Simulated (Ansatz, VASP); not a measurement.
## Zr in VASP and in Ansatz

Contents of INCAR:

```
PREC     = Accurate       # precision mode
ENCUT    = 520            # plane-wave cutoff, eV
EDIFF    = 1E-6           # SCF threshold, eV
ISMEAR   = 0              # smearing method
SIGMA    = 0.1            # smearing width, eV
LREAL    = False          # projectors in reciprocal space
LASPH    = True           # aspherical terms in the spheres
NELM     = 80             # most SCF steps
ALGO     = Normal         # electronic algorithm
ISIF     = 2              # what is computed and relaxed
LWAVE    = False          # write WAVECAR
LCHARG   = True           # write CHGCAR
GGA      = CA             # functional
LELF     = True           # ELF
LVHAR    = True         
NBANDS   = 19             # bands
```

Contents of KPOINTS:

```
Automatic mesh
0
Gamma
  12 12 7
```

The input POSCAR:

```
Zr
1.0
    3.1427549199      0.0000000000      0.0000000000
   -1.5713774599      2.7217055985      0.0000000000
    0.0000000000      0.0000000000      5.0916409272
Zr
2
Direct
    0.3333333333      0.6666666667      0.2500000000
    0.6666666667      0.3333333333      0.7500000000
```

Input for Ansatz:

```yaml
crystal:
  lattice:
    - [3.1427549199, 0.0, 0.0]
    - [-1.5713774599, 2.7217055985, 0.0]
    - [0.0, 0.0, 5.0916409272]
  atoms:
    - { symbol: Zr, position: [0.3333333333, 0.6666666667, 0.25] }
    - { symbol: Zr, position: [0.6666666667, 0.3333333333, 0.75] }
basis:
  ecutwfc: 420
kpoints:
  mp_grid: { grid: [12, 12, 7] }
hamiltonian:
  xc: lda
scf:
  occupations: { method: gaussian, width: 0.1 }
output:
  forces: true
  stress: true
  eigenvalues: true
```

Alike in both runs: task single point; functional LDA; k mesh 12 × 12 × 7; occupations gaussian, width 0.1 eV; no spin polarisation.

|  | VASP | Ansatz |
| --- | --- | --- |
| version | VASP 6.6.1 | Ansatz 0.2.0 |
| potentials or method | VASP PAW LDA potentials, release 64 (Zr_sv), cutoff 520 eV | scalar-relativistic, plane waves, PAW |
| valence electrons in the cell | 24 | 24 |

Ansatz gave:

| Property | Result |
| --- | --- |
| gap on the k mesh at the Fermi level (eV) | none |
| pressure (GPa) | 0.1 |
| traceless stress, the component that is largest in VASP (GPa) | -0.07 |

Question: Which values does VASP return?

Answer: gap on the k mesh at the Fermi level (eV): none; pressure (GPa): 0.2; traceless stress, the component that is largest in VASP (GPa): -0.04.

LDA's correlation is that of Perdew and Zunger in VASP and of Perdew and Wang (1992) in Ansatz. A gap of «none» marks a metal or a gap that the smearing closes.
